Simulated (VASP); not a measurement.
Wanted: the native input for a VASP 6.6.1 run.

* Task: single point
* Functional: B3LYP
* Dispersion: D4
* Potentials or basis: VASP PAW PBE potentials, release 64 (Re)
* Cutoff: 520 eV
* k mesh: 8 × 8 × 8
* Occupations: methfessel-paxton, width 0.01 eV
* Spin: no spin polarisation
* Dipole correction: no
* Grid for exact exchange (PRECFOCK): Normal
* Further INCAR settings: ALGO = Normal; EDIFF = 1e-06; NBANDS = 10
* Share of exact exchange: 0.2

Re:

```
Re
1.0
     0.00000    1.93523    1.93523
     1.93523    0.00000    1.93523
     1.93523    1.93523    0.00000
Re
1
Direct
  0.00000 0.00000 0.00000
```

This isn't the form of Re at room conditions, which is hcp.

One way to write it, as run:

POSCAR

```
Re
1.0
    0.0000000000      1.9352312552      1.9352312552
    1.9352312552      0.0000000000      1.9352312552
    1.9352312552      1.9352312552      0.0000000000
Re
1
Direct
    0.0000000000      0.0000000000      0.0000000000
```

INCAR.step1

```
  PREC = Accurate
  ENCUT = 520
  EDIFF = 1E-5
  ISMEAR = 1
  SIGMA = 0.01
  LREAL = F
  LASPH = T
  NELM = 60
  ALGO = Normal
  ISIF = 2
  LWAVE = T
  LCHARG = F
  NBANDS = 10
  GGA = PE
```

INCAR.step2

```
  PREC = Accurate
  ENCUT = 520
  EDIFF = 1E-6
  ISMEAR = 1
  SIGMA = 0.01
  LREAL = F
  LASPH = T
  NELM = 60
  ALGO = Normal
  ISIF = 2
  LWAVE = F
  LCHARG = F
  GGA = B3
  LHFCALC = T
  AEXX = 0.2
  AGGAX = 0.72
  AGGAC = 0.81
  ALDAC = 0.19
  PRECFOCK = Normal
  IVDW = 13
  NBANDS = 10
  ISTART = 1
```

KPOINTS

```
Automatic mesh
0
Gamma
  8 8 8
```

Potentials or basis: VASP PAW PBE potentials, release 64 (Re).

The run is started by

```sh
$ cat potpaw_PBE.64/Re/POTCAR > POTCAR
$ cp INCAR.step1 INCAR
$ mpirun -np 1 vasp_std > vasp.out
$ cp INCAR.step2 INCAR
$ mpirun -np 1 vasp_std > vasp.out
```

It gave:

The pressure is 1.7 GPa. The band gap on the k mesh is zero (an odd number of electrons rules out a gap without spin polarisation). The dispersion energy per atom is -1.212 eV.

Caveat: the PAW data sets were made with another functional, which shifts forces and pressure a little; spin-orbit coupling is left out, which moves the levels of the heavy elements.

It took 30 min on 1 thread of Oxide Virtual Turin-like Processor, with other jobs on the host, peak memory 0.12 GiB.
